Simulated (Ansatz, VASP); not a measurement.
**C in VASP and in Ansatz**

```
C
1.0
     1.26595    0.73090    9.49093
    -1.26595    0.73090    9.49093
     0.00000   -1.46179    9.49093
C
10
Cartesian
  0.0000 0.0000 0.7068
  0.0000 0.0000 27.7660
  0.0000 0.0000 3.0946
  0.0000 0.0000 25.3782
  0.0000 0.0000 4.5091
  0.0000 0.0000 23.9637
  0.0000 0.0000 10.6734
  0.0000 0.0000 17.7994
  0.0000 0.0000 12.1100
  0.0000 0.0000 16.3628
```

Alike in both runs: task single point; functional PBEsol; k mesh 12 × 12 × 12; occupations gaussian, width 0.05 eV; no spin polarisation.

|  | VASP | Ansatz |
| --- | --- | --- |
| version | VASP 6.6.1 | Ansatz 0.2.0 |
| potentials or method | VASP PAW PBE potentials, release 64 (C), cutoff 520 eV | scalar-relativistic, plane waves, PAW |
| valence electrons in the cell | 40 | 40 |

Ansatz gave:

| Property | Result |
| --- | --- |
| gap on the k mesh at the Fermi level (eV) | 3.23 |
| least direct gap on the mesh (eV) | 4.29 |
| rms of the force components (eV/Å) | 0.729 |

Problem. What did VASP give for the same quantities?

Solution. gap on the k mesh at the Fermi level (eV): 3.22; least direct gap on the mesh (eV): 4.28; rms of the force components (eV/Å): 0.749.

VASP's potentials were made for PBE, not for PBEsol, and Ansatz warns of the same on its side. Atom by atom the forces differ by 0.020 eV/Å (rms over components).
